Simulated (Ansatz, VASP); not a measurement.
# One calculation of Ge, two programs

INCAR

```
  PREC = Accurate
  ENCUT = 520
  EDIFF = 1E-6
  ISMEAR = 0
  SIGMA = 0.1
  LREAL = F
  LASPH = T
  NELM = 100
  ALGO = Normal
  ISIF = 2
  LWAVE = F
  LCHARG = F
  LDIPOL = T
  IDIPOL = 3
  DIPOL = 0.5 0.5 0.500
  GGA = PE
  NBANDS = 81
```

Contents of KPOINTS:

```
Automatic mesh
0
Gamma
  9 9 1
```

The input POSCAR:

```
Ge
1.0
    4.0581567077      0.0000000000      0.0000000000
   -2.0290783538      3.5144668014      0.0000000000
    0.0000000000      0.0000000000     36.2255198820
Ge
10
Direct
    0.6666666667      0.3333333333      0.3036533371
    0.3333333333      0.6666666667      0.3268542048
    0.3333333333      0.6666666667      0.3960264516
    0.6666666667      0.3333333333      0.4192273193
    0.6666666667      0.3333333333      0.4883995661
    0.3333333333      0.6666666667      0.5116004339
    0.3333333333      0.6666666667      0.5807726807
    0.6666666667      0.3333333333      0.6039735484
    0.6666666667      0.3333333333      0.6731457952
    0.3333333333      0.6666666667      0.6963466629
```

Input for Ansatz:

```yaml
crystal:
  lattice:
    - [4.0581567077, 0.0, 0.0]
    - [-2.0290783538, 3.5144668014, 0.0]
    - [0.0, 0.0, 36.225519882]
  atoms:
    - { symbol: Ge, position: [0.6666666667, 0.3333333333, 0.3036533371] }
    - { symbol: Ge, position: [0.3333333333, 0.6666666667, 0.3268542048] }
    - { symbol: Ge, position: [0.3333333333, 0.6666666667, 0.3960264516] }
    - { symbol: Ge, position: [0.6666666667, 0.3333333333, 0.4192273193] }
    - { symbol: Ge, position: [0.6666666667, 0.3333333333, 0.4883995661] }
    - { symbol: Ge, position: [0.3333333333, 0.6666666667, 0.5116004339] }
    - { symbol: Ge, position: [0.3333333333, 0.6666666667, 0.5807726807] }
    - { symbol: Ge, position: [0.6666666667, 0.3333333333, 0.6039735484] }
    - { symbol: Ge, position: [0.6666666667, 0.3333333333, 0.6731457952] }
    - { symbol: Ge, position: [0.3333333333, 0.6666666667, 0.6963466629] }
basis:
  ecutwfc: 420
kpoints:
  mp_grid: { grid: [9, 9, 1] }
hamiltonian:
  xc: pbe
scf:
  occupations: { method: gaussian, width: 0.1 }
output:
  forces: true
  stress: true
  eigenvalues: true
  write_density: true
  write_potential: true
  elf: true
  volumetric_format: npy
efield:
  axis: 3
  dipole_correction: true
  ramp_width: 0.04
```

Alike in both runs: task single point; functional PBE; k mesh 9 × 9 × 1; occupations gaussian, width 0.1 eV; no spin polarisation.

```csv
,VASP,Ansatz
version,VASP 6.6.1,Ansatz 0.2.0
potentials or method,"VASP PAW PBE potentials, release 64 (Ge_d), cutoff 520 eV","scalar-relativistic, plane waves, PAW"
valence electrons in the cell,140,140
```

```csv
,VASP,Ansatz,Ansatz less VASP
gap on the k mesh at the Fermi level (eV),none,none,-
rms of the force components (eV/Å),0.069,0.069,-0.0003
```

Atom by atom the forces differ by 0.001 eV/Å (rms over components). A gap of «none» marks a metal or a gap that the smearing closes. Ansatz's warnings: xc potential rough in thin density.
